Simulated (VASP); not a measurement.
Wanted: the native input for a VASP 6.6.1 run.

```yaml
Task: single point
Functional: r2SCAN
Potentials_or_basis: VASP PAW PBE potentials, release 64 (Ba_sv, Te)
Cutoff: 520 eV
k_mesh: 4 × 4 × 4
Occupations: gaussian, width 0.01 eV
Spin: no spin polarisation
Dipole_correction: no
Further_INCAR_settings: ALGO = Normal; EDIFF = 1e-06; NBANDS = 15
```

The system is BaTe.

```
CELL_PARAMETERS angstrom
4.24482 0.00000 0.00000
0.00000 4.24482 0.00000
0.00000 0.00000 4.24482
ATOMIC_POSITIONS crystal
Ba 0.00000 0.00000 0.00000
Te 0.50000 0.50000 0.50000
```

The input as run:

POSCAR

```
BaTe
1.0
    4.2448181569      0.0000000000      0.0000000000
    0.0000000000      4.2448181569      0.0000000000
    0.0000000000      0.0000000000      4.2448181569
Ba Te
1 1
Direct
    0.0000000000      0.0000000000      0.0000000000
    0.5000000000      0.5000000000      0.5000000000
```

INCAR.step1

```
ALGO     = Normal         # electronic algorithm
EDIFF    = 1E-4           # SCF threshold, eV
ENCUT    = 520            # plane-wave cutoff, eV
GGA      = PE             # functional
ISMEAR   = 0              # smearing method
LASPH    = True           # aspherical terms in the spheres
LCHARG   = False          # write CHGCAR
LREAL    = False          # projectors in reciprocal space
LWAVE    = True           # write WAVECAR
NBANDS   = 15             # bands
NELM     = 60             # most SCF steps
PREC     = Accurate       # precision mode
SIGMA    = 0.01           # smearing width, eV
```

INCAR.step2

```
ALGO     = Normal         # electronic algorithm
EDIFF    = 1E-6           # SCF threshold, eV
ENCUT    = 520            # plane-wave cutoff, eV
ISIF     = 2              # what is computed and relaxed
ISMEAR   = 0              # smearing method
ISTART   = 1            
LASPH    = True           # aspherical terms in the spheres
LCHARG   = False          # write CHGCAR
LMIXTAU  = True         
LREAL    = False          # projectors in reciprocal space
LWAVE    = False          # write WAVECAR
METAGGA  = R2SCAN         # meta-GGA
NBANDS   = 15             # bands
NELM     = 60             # most SCF steps
PREC     = Accurate       # precision mode
SIGMA    = 0.01           # smearing width, eV
```

KPOINTS

```
k-points
0
Gamma
  4 4 4
```

Potentials or basis: VASP PAW PBE potentials, release 64 (Ba_sv, Te).

Command:

```sh
$ cat potpaw_PBE.64/Ba_sv/POTCAR potpaw_PBE.64/Te/POTCAR > POTCAR
$ cp INCAR.step1 INCAR
$ mpirun -np 1 vasp_std > vasp.out
$ cp INCAR.step2 INCAR
$ mpirun -np 1 vasp_std > vasp.out
```

It gave:

```yaml
Pressure: 0.6 GPa
Band_gap_on_the_k_mesh: 1.09 eV, indirect (least direct gap 1.37 eV)
```

Caveat: the PAW data sets were made with another functional, which shifts forces and pressure a little; spin-orbit coupling is left out, which moves the levels of the heavy elements.

It took 100 s on 1 thread of Intel Xeon 8259CL (shared host), peak memory 0.19 GiB.
